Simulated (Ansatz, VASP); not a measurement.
CaS: VASP beside Ansatz

File POSCAR:

```
CaS
1.0
    0.0000000000      2.8479357439      2.8479357439
    2.8479357439      0.0000000000      2.8479357439
    2.8479357439      2.8479357439      0.0000000000
Ca S
1 1
Direct
    0.0000000000      0.0000000000      0.0000000000
    0.5000000000      0.5000000000      0.5000000000
```

INCAR.step1

```
SYSTEM = CaS
PREC = Accurate
ENCUT = 400
EDIFF = 1E-5
ISMEAR = 0
SIGMA = 0.01
LREAL = .FALSE.
LASPH = .TRUE.
NELM = 120
ALGO = Normal
ISIF = 2
LWAVE = .TRUE.
GGA = PE
NBANDS = 15
GGA_COMPAT = .FALSE.
```

Contents of INCAR.step2:

```
SYSTEM = CaS
PREC = Accurate
ENCUT = 400
EDIFF = 1E-6
ISMEAR = 0
SIGMA = 0.01
LREAL = .FALSE.
LASPH = .TRUE.
NELM = 120
ALGO = Normal
ISIF = 2
LWAVE = .FALSE.
LCHARG = .TRUE.
GGA = PE
LHFCALC = .TRUE.
AEXX = 0.75
HFSCREEN = 0.3
PRECFOCK = Normal
LELF = .TRUE.
LVHAR = .TRUE.
ISTART = 1
NBANDS = 15
GGA_COMPAT = .FALSE.
```

KPOINTS

```
Automatic mesh
0
G
  4 4 4
  0 0 0
```

Input for Ansatz:

```yaml
crystal:
  lattice:
    - [0.0, 2.8479357439, 2.8479357439]
    - [2.8479357439, 0.0, 2.8479357439]
    - [2.8479357439, 2.8479357439, 0.0]
  atoms:
    - { symbol: Ca, position: [0.0, 0.0, 0.0] }
    - { symbol: S, position: [0.5, 0.5, 0.5] }
kpoints:
  mp_grid: { grid: [4, 4, 4] }
hamiltonian:
  xc: { exchange: pbe, correlation: pbe, exx: { coeff: 0.75, omega: 0.3 } }
scf:
  occupations: { method: fixed }
  n_extra_bands: 4
output:
  forces: true
  stress: true
  eigenvalues: true
```

Alike in both runs: task single point; functional PBE-based screened hybrid with a share of 0.75 of exact exchange and HFSCREEN = 0.3; k mesh 4 × 4 × 4; no spin polarisation.

```csv
,VASP,Ansatz
version,VASP 6.6.1,Ansatz 0.2.0
potentials or method,"VASP PAW PBE potentials, release 64 (Ca_sv, S)",plane waves
plane-wave cutoff (eV),400,420
occupations,"gaussian, width 0.01 eV",fixed
valence electrons in the cell,16,16
```

|  | VASP | Ansatz | Ansatz less VASP |
| --- | --- | --- | --- |
| gap on the k mesh at the Fermi level (eV) | 4.96 | 4.97 | +0.010 |
| pressure (GPa) | -0.4 | -0.6 | -0.18 |

VASP's potentials were made for PBE, not for PBE-based screened hybrid. Ansatz's warnings: stress exchange threshold loose, stress scf threshold loose.

The k mesh is coarse, so the values compare programs but aren't converged.
